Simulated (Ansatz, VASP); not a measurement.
Two plane-wave programs on N

```xyz
2
Lattice="12.0000 0.0000 0.0000 0.0000 12.3000 0.0000 0.0000 0.0000 12.6000" Properties=species:S:1:pos:R:3 pbc="T T T"
N     6.0000    6.1500    5.7497
N     6.0000    6.1500    6.8503
```

Alike in both runs: functional BLYP; k mesh 1 × 1 × 1; occupations fermi-dirac, width 0.01 eV; no spin polarisation.

Ansatz relaxed the structure, and its values are those at the end. VASP's run is a single point on that final structure, the one shown.

|  | VASP | Ansatz |
| --- | --- | --- |
| version | VASP 6.6.1 | Ansatz 0.2.0 |
| potentials or method | VASP PAW PBE potentials, release 64 (N), cutoff 520 eV | plane waves (420 eV) with PAW, scalar-relativistic |
| valence electrons in the cell | 10 | 10 |

```csv
,VASP,Ansatz,Ansatz less VASP
rms of the force components (eV/Å),0.938,0.003,-0.9352
```

VASP's potentials were made for PBE, not for BLYP. One of these differences is far larger than is usual between the two programs; its cause wasn't traced.

Noted on VASP's run: the standard files for N, O and F lose accuracy on very short bonds.
